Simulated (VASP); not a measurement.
Set up this calculation in VASP 6.6.1, as the native input.

```yaml
Task: single point
Functional: PBE
Potentials_or_basis: VASP PAW PBE potentials, release 64 (Li_sv, Se)
Cutoff: 750 eV
k_mesh: 6 × 6 × 6
Occupations: gaussian, width 0.01 eV
Spin: no spin polarisation
Dipole_correction: no
Further_INCAR_settings: ALGO = Normal; EDIFF = 1e-06; NBANDS = 13
```

The structure of Li2Se lies in POSCAR:

```
Li2Se
1.0
    0.0000000000      3.0025000000      3.0025000000
    3.0025000000      0.0000000000      3.0025000000
    3.0025000000      3.0025000000      0.0000000000
Li Se
2 1
Direct
    0.2500000000      0.2500000000      0.2500000000
    0.7500000000      0.7500000000      0.7500000000
    0.0000000000      0.0000000000      0.0000000000
```

These files were run (other wordings do the same):

INCAR

```
SYSTEM = Li2Se
  PREC = Accurate
  ENCUT = 750
  EDIFF = 1E-6
  ISMEAR = 0
  SIGMA = 0.01
  LREAL = .False.
  LASPH = .True.
  NELM = 120
  ALGO = Normal
  ISIF = 2
  LWAVE = .False.
  LCHARG = .False.
  GGA = PE
  NBANDS = 13
  GGA_COMPAT = .False.
```

KPOINTS

```
Automatic mesh
0
Gamma
  6 6 6
  0 0 0
```

Potentials or basis: VASP PAW PBE potentials, release 64 (Li_sv, Se).

Command:

```bash
$ cat potpaw_PBE.64/Li_sv/POTCAR potpaw_PBE.64/Se/POTCAR > POTCAR
$ mpirun -np 1 vasp_std > vasp.out
```

It gave:

| Property | Result |
| --- | --- |
| Pressure | 0.0 GPa |
| Band gap on the k mesh | 2.97 eV (least direct gap 3.38 eV) |

Run time: 13 s on 1 thread of Intel(R) Xeon(R) 6975P-C (Granite Rapids) (shared host), peak memory 0.23 GiB.
